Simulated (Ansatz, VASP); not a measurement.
## Two plane-wave programs on TaN

```xyz
8
Lattice="5.0037 0.0000 0.0000 0.0000 5.0037 0.0000 0.0000 0.0000 4.4448" Properties=species:S:1:pos:R:3 pbc="T T T"
Ta    3.7772    3.7772    3.4291
Ta    3.7772    1.2265    1.0157
Ta    1.2265    3.7772    1.0157
Ta    1.2265    1.2265    3.4291
N     0.0000    0.0000    2.2224
N     0.0000    2.5018    0.0000
N     2.5018    0.0000    0.0000
N     2.5018    2.5018    0.0000
```

Change from the starting cell: ordered vacancies on the anion sites of fluorite (P-42m, No. 111).

Alike in both runs: functional PBE; k mesh 8 × 8 × 8; occupations gaussian, width 0.1 eV; no spin polarisation.

Ansatz relaxed the structure, and its values are those at the end. VASP's run is a single point on that final structure, the one shown.

```csv
,VASP,Ansatz
version,VASP 6.6.1,Ansatz 0.2.0
potentials or method,"VASP PAW PBE potentials, release 64 (Ta_pv, N), cutoff 520 eV","scalar-relativistic, plane waves, PAW"
valence electrons in the cell,64,72
```

|  | VASP | Ansatz | Ansatz less VASP |
| --- | --- | --- | --- |
| gap on the k mesh at the Fermi level (eV) | none | none | - |
| pressure (GPa) | 0.6 | 0.0 | -0.59 |
| rms of the force components (eV/Å) | 0.019 | 0.000 | -0.0187 |

A gap of «none» marks a metal or a gap that the smearing closes. With one functional, cell and mesh, what is left measures potentials, basis and numerics. VASP's potentials hold 64 valence electrons a cell and Ansatz's 72, so a difference there can come from the potentials and not from the codes.

Spin-orbit coupling is off throughout.
